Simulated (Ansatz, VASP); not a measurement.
## Two plane-wave programs on Te2Mo

```
CELL_PARAMETERS angstrom
-1.77853 -3.08051 0.00000
1.77853 -3.08051 0.00000
0.00000 -3.08051 15.20472
ATOMIC_POSITIONS crystal
Te 0.60112 0.60112 0.13109
Te 0.01779 0.01779 0.63109
Te 0.48221 0.48221 0.36891
Te 0.89888 0.89888 0.86891
Mo 0.29167 0.29167 0.75000
Mo 0.20833 0.20833 0.25000
```

Alike in both runs: task single point; functional PBE; k mesh 9 × 9 × 2; occupations gaussian, width 0.05 eV; no spin polarisation.

|  | VASP | Ansatz |
| --- | --- | --- |
| version | VASP 6.6.1 | Ansatz 0.2.0 |
| potentials or method | VASP PAW PBE potentials, release 64 (Te, Mo_sv), cutoff 520 eV | scalar-relativistic, plane waves, PAW |
| valence electrons in the cell | 52 | 92 |

```tsv
	VASP	Ansatz	Ansatz less VASP
gap on the k mesh at the Fermi level (eV)	1.04	1.04	+0.001
least direct gap on the mesh (eV)	1.04	1.04	+0.001
pressure (GPa)	0.2	0.2	-0.01
traceless stress, the component that is largest in VASP (GPa)	0.29	0.23	-0.055
rms of the force components (eV/Å)	0.021	0.025	+0.0035
```

Atom by atom the forces differ by 0.006 eV/Å (rms over components). With one functional, cell and mesh, what is left measures potentials, basis and numerics. VASP's potentials hold 52 valence electrons a cell and Ansatz's 92, so a difference there can come from the potentials and not from the codes.

Neither program's run includes spin-orbit coupling.
